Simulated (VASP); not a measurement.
# Nd3Si2I (I4/mmm) in VASP: further runs, part 3 of 3

VASP 6.6.1. Earlier steps stand in the parts before.

## Step 4: Relaxation of cell and atoms, PBE

This run uses another cell than the first one, of 21.75 Å³/atom.

File INCAR:

```
PREC = Accurate
ENCUT = 500
EDIFF = 1E-7
ISMEAR = 0
SIGMA = 0.15
LREAL = False
LASPH = True
NELM = 200
ALGO = Normal
ISIF = 3
LWAVE = False
LCHARG = False
GGA = PE
IBRION = 2
NSW = 36
EDIFFG = -0.08
GGA_COMPAT = False
NELMIN = 4
LMAXMIX = 6
```

File KPOINTS:

```
Automatic mesh
0
Gamma
  4 4 4
```

File POSCAR:

```
Nd3Si2I
1.0
   -2.3433146100      2.3433146100      5.9406247400
    2.3433146100     -2.3433146100      5.9406247400
    2.3433146100      2.3433146100     -5.9406247400
Nd Si I
3 2 1
Direct
    0.7500000000      0.2500000000      0.5000000000
    0.5000000000      0.5000000000      0.0000000000
    0.2500000000      0.7500000000      0.5000000000
    0.6907110200      0.6907110200      0.0000000000
    0.3092889800      0.3092889800      0.0000000000
    0.0000000000      0.0000000000      0.0000000000
```

Potentials or basis: VASP PAW PBE potentials, release 64 (Nd_3, Si, I), 4f in core.

The run is started by

```console
cat potpaw_PBE.64/Nd_3/POTCAR potpaw_PBE.64/Si/POTCAR potpaw_PBE.64/I/POTCAR > POTCAR
mpirun -np 1 vasp_std > vasp.out
```

OUTCAR:

```text
PREC = Accurate
   ENCUT = 500
   EDIFF = 1E-7
   ISMEAR = 0
   LREAL = False
   LASPH = True
   NELM = 200
   ISIF = 3
   GGA = PE
   IBRION = 2
   NSW = 36
   EDIFFG = -0.08
   NELMIN = 4

 ion  position               nearest neighbor table
   1  0.750  0.250  0.500-   5 2.45   4 2.45   5 2.45   4 2.45   3 3.31   3 3.31   3 3.31   3 3.31
                             2 3.78   2 3.78   2 3.78   2 3.78
   2  0.500  0.500  0.000-   4 2.27   5 2.27   6 3.31   6 3.31   6 3.31   6 3.31   3 3.78   1 3.78
                             3 3.78   1 3.78   3 3.78   3 3.78   1 3.78   1 3.78
   3  0.250  0.750  0.500-   5 2.45   4 2.45   5 2.45   4 2.45   1 3.31   1 3.31   1 3.31   1 3.31
                             2 3.78   2 3.78   2 3.78   2 3.78
   4  0.691  0.691  0.000-   2 2.27   1 2.45   3 2.45   1 2.45   3 2.45
   5  0.309  0.309  0.000-   2 2.27   1 2.45   3 2.45   3 2.45   1 2.45
   6  0.000  0.000  0.000-   2 3.31   2 3.31   2 3.31   2 3.31

  LATTYP: Found a body centered tetragonal cell.
[... 708 lines left out ...]

[... ionic steps 4 to 8 ...]

--------------------------------------- Ionic step        9  -------------------------------------------

 number of electron      48.0000003 magnetization

------------------------ aborting loop because EDIFF is reached ----------------------------------------
[... 75 lines left out ...]
--------------------------------------- Ionic step       11  -------------------------------------------

 number of electron      48.0000000 magnetization

 Free energy of the ion-electron system (eV)
  ---------------------------------------------------
  ext. energy  EPLUGINS =         0.00000000
  ---------------------------------------------------
  free energy    TOTEN  =       -28.19941582 eV

  energy without entropy =      -28.18326293  energy(sigma->0) =      -28.19133937

 E-fermi :   2.7393     XC(G=0):  -8.3078

 val. band max:        2.7268907730   @ k =   0.5000   0.5000   0.5000
 cond. band min:       2.7743902227   @ k =   0.2500   0.2500   0.2500
 fundamental gap:      0.0474994497
 Fermi energy:         2.7393060035

 k-point     1 :       0.0000    0.0000    0.0000
  band No.  band energies     occupation
      1     -36.4217      2.00000
      2     -35.1231      2.00000
      3     -35.0639      2.00000
      4     -17.6096      2.00000
      5     -17.6096      2.00000
      6     -17.2614      2.00000
[... 425 lines left out ...]
  FREE ENERGIE OF THE ION-ELECTRON SYSTEM (eV)
  ---------------------------------------------------
  free  energy   TOTEN  =       -28.1994158181 eV

  energy  without entropy=      -28.1832629298  energy(sigma->0) =      -28.19133937

 reached required accuracy - stopping structural energy minimisation
```

OSZICAR:

```text
N       E                     dE             d eps       ncg     rms          rms(c)
DAV:   1     0.383567490452E+03    0.38357E+03   -0.22031E+04   728   0.154E+03
DAV:   2     0.203852951593E+01   -0.38153E+03   -0.37244E+03   828   0.371E+02
DAV:   3    -0.249939826412E+02   -0.27033E+02   -0.26390E+02  1272   0.776E+01
[... 166 lines left out ...]
DAV:   8    -0.281994138992E+02   -0.65840E-05   -0.22059E-05  1048   0.183E-02    0.588E-03
DAV:   9    -0.281994160387E+02   -0.21394E-05   -0.35564E-06   736   0.801E-03    0.254E-03
DAV:  10    -0.281994159056E+02    0.13304E-06   -0.45194E-07   712   0.268E-03    0.982E-04
DAV:  11    -0.281994157781E+02    0.12749E-06   -0.13096E-07   552   0.196E-03    0.350E-04
DAV:  12    -0.281994158181E+02   -0.39976E-07   -0.11427E-08   448   0.606E-04
  11 F= -.28199416E+02 E0= -.28191339E+02  d E =-.770023E-01
```

CONTCAR:

```text
Nd3Si2I
   1.00000000000000
    -2.6714656289453047    2.6714656289453047    7.9931135391519845
     2.6714656289453047   -2.6714656289453047    7.9931135391519845
     2.6714656289453047    2.6714656289453047   -7.9931135391519845
  Nd              Si              I
     3     2     1
Direct
     0.7500000000000000    0.2500000000000000    0.5000000000000000
     0.5000000000000000    0.5000000000000000    0.0000000000000000
     0.2500000000000000    0.7500000000000000    0.5000000000000000
     0.6747424992301272    0.6747424992301272    0.0000000000000000
     0.3252575007698728    0.3252575007698728    0.0000000000000000
     0.0000000000000000    0.0000000000000000    0.0000000000000000

  0.00000000E+00  0.00000000E+00  0.00000000E+00
  0.00000000E+00  0.00000000E+00  0.00000000E+00
  0.00000000E+00  0.00000000E+00  0.00000000E+00
  0.00000000E+00  0.00000000E+00  0.00000000E+00
  0.00000000E+00  0.00000000E+00  0.00000000E+00
  0.00000000E+00  0.00000000E+00  0.00000000E+00
```

It took 16 min on 1 thread of Intel Xeon Platinum 8259CL at 2.50GHz (Skylake/Cascade Lake), shared host; peak memory 0.4 GiB.

Results:

| Property | Result |
| --- | --- |
| Free energy | -28.1994 eV |
| Relaxed volume | 38.03 Å³/atom |
| Relaxed cell | a = 8.841 Å, b = 8.841 Å, c = 8.841 Å, α = 144.82°, β = 144.82°, γ = 50.60° |
| Space group after relaxing (to 0.1 Å) | I4/mmm (No. 139) |
| Energy gained by relaxing | 1634.0 meV/atom |
| Ionic steps | 11 |
| Pressure after relaxing | 0.2 GPa |
| Largest force after relaxing | 0.068 eV/Å |
| Band gap on the k mesh | zero (bands 24 and 25 overlap by 0.50 eV) |

Forces in eV/Å, atoms in the order of the input:
```
Nd   0.000  0.000  0.000
Nd   0.000  0.000  0.000
Nd   0.000  0.000  0.000
Si   0.000  0.000 -0.068
Si   0.000  0.000  0.068
I    0.000  0.000  0.000
```

Stress tensor (GPa, compression positive):
```
0.33 0.00 0.00
0.00 0.33 0.00
0.00 0.00 0.01
```

Step by step:
```csv
step,energy change (eV),largest force (eV/Å),pressure (GPa),volume (Å³)
1,0.0000,1.8369,46.84,130.48
2,-8.1848,0.5849,-5.79,291.12
3,-9.6423,0.3548,0.40,223.72
4,-9.6442,0.3734,-0.06,226.48
5,-9.6576,0.3249,-0.08,226.88
6,-9.6919,0.1653,-0.14,228.08
7,-9.7268,0.2282,-0.30,230.41
8,-9.7349,0.2103,-0.27,230.35
9,-9.7564,0.1588,-0.18,230.15
10,-9.7867,0.0648,-0.03,229.63
11,-9.8038,0.0683,0.22,228.18
```

Final structure:
```cif
data_structure
_symmetry_space_group_name_H-M 'P 1'
_symmetry_Int_Tables_number 1
_cell_length_a 8.8410
_cell_length_b 8.8410
_cell_length_c 8.8410
_cell_angle_alpha 144.824
_cell_angle_beta 144.824
_cell_angle_gamma 50.596
_cell_volume 228.18
loop_
_atom_site_label
_atom_site_type_symbol
_atom_site_fract_x
_atom_site_fract_y
_atom_site_fract_z
_atom_site_occupancy
Nd1 Nd 0.75000 0.25000 0.50000 1
Nd2 Nd 0.50000 0.50000 0.00000 1
Nd3 Nd 0.25000 0.75000 0.50000 1
Si1 Si 0.67474 0.67474 0.00000 1
Si2 Si 0.32526 0.32526 0.00000 1
I1 I 0.00000 0.00000 0.00000 1
```

Caveat: the k points lie up to 0.31 Å⁻¹ apart in the final cell, too coarse for converged energies and pressures of a metal; the volume moved by over 15 % at a fixed basis, so the end points are rough; spin-orbit coupling is left out, which moves the levels of the heavy elements; the 4f electrons are frozen in the core, so they carry no moment and show no levels; the run has no spin polarisation, though such a crystal can be magnetic; the relaxation stopped at a loose force limit of 0.08 eV/Å, so its end isn't a converged minimum. Spin polarisation is off, so any magnetic state and its effect on volume and gap are missing.

## Step 5: The runs side by side

| task | cell | k mesh | gap on the mesh (eV) | pressure (GPa) | relaxed volume (Å³/atom) | largest force (eV/Å) |
| --- | --- | --- | --- | --- | --- | --- |
| relaxation of cell and atoms | relaxed from a = 6.323 Å, angles 117.2, 117.2, 94.9°, 6 atoms, atomic positions A | 3 × 3 × 3 | none | 0.0 | 35.49 | - |
| single point | a = 8.804 Å, angles 144.3, 144.3, 51.4°, 6 atoms, atomic positions B | 4 × 4 × 4 | none | -0.2 | - | 0.07 |
| relaxation of cell and atoms | relaxed from a = 6.802 Å, angles 139.7, 139.7, 58.3°, 6 atoms, atomic positions C | 4 × 4 × 4 | none | 0.2 | 38.03 | 0.07 |

Alike in all rows: level PBE; potentials or basis VASP PAW PBE potentials, release 64 (Nd_3, Si, I), 4f in core; no spin polarisation; cutoff (eV) 500; smearing gaussian 0.15 eV.

Caveats: some runs use coarse meshes; spin-orbit coupling is left out, which moves the levels of the heavy elements; the 4f electrons are frozen in the core, so they carry no moment and show no levels; the run has no spin polarisation, though such a crystal can be magnetic; the volume moved by over 15 % at a fixed basis, so the end points are rough (at least some runs); the relaxation stopped at a loose force limit of 0.08 eV/Å, so its end isn't a converged minimum (at least some runs).

Total energies depend on the potentials used, so only differences within one code and one set of settings carry meaning.

The gap in the log of VASP goes by the Fermi energy; the results here count the filled bands.